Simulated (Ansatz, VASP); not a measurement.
# MgCd2Se3: VASP beside Ansatz

```
CELL_PARAMETERS angstrom
4.13302 0.00000 0.00000
-2.06651 3.57930 0.00000
0.00000 0.00000 10.12379
ATOMIC_POSITIONS crystal
Mg 0.33333 0.66667 0.66667
Cd 0.00000 0.00000 0.00000
Cd 0.66667 0.33333 0.33333
Se 0.00000 0.00000 0.75000
Se 0.33333 0.66667 0.41667
Se 0.66667 0.33333 0.08333
```

Alike in both runs: task single point; functional PBE; k mesh 6 × 6 × 2; occupations gaussian, width 0.1 eV; no spin polarisation.

|  | VASP | Ansatz |
| --- | --- | --- |
| version | VASP 6.6.1 | Ansatz 0.2.0 |
| potentials or method | VASP PAW PBE potentials, release 64 (Mg, Cd, Se), cutoff 520 eV | scalar-relativistic, plane waves, PAW |
| valence electrons in the cell | 44 | 98 |

```tsv
	VASP	Ansatz	Ansatz less VASP
gap on the k mesh at the Fermi level (eV)	1.31	1.30	-0.004
least direct gap on the mesh (eV)	1.31	1.30	-0.004
pressure (GPa)	9.5	9.2	-0.35
traceless stress, the component that is largest in VASP (GPa)	-0.08	-0.08	0.000
rms of the force components (eV/Å)	0.258	0.240	-0.0171
```

Atom by atom the forces differ by 0.017 eV/Å (rms over components). With one functional, cell and mesh, what is left measures potentials, basis and numerics. VASP's potentials hold 44 valence electrons a cell and Ansatz's 98, so a difference there can come from the potentials and not from the codes.
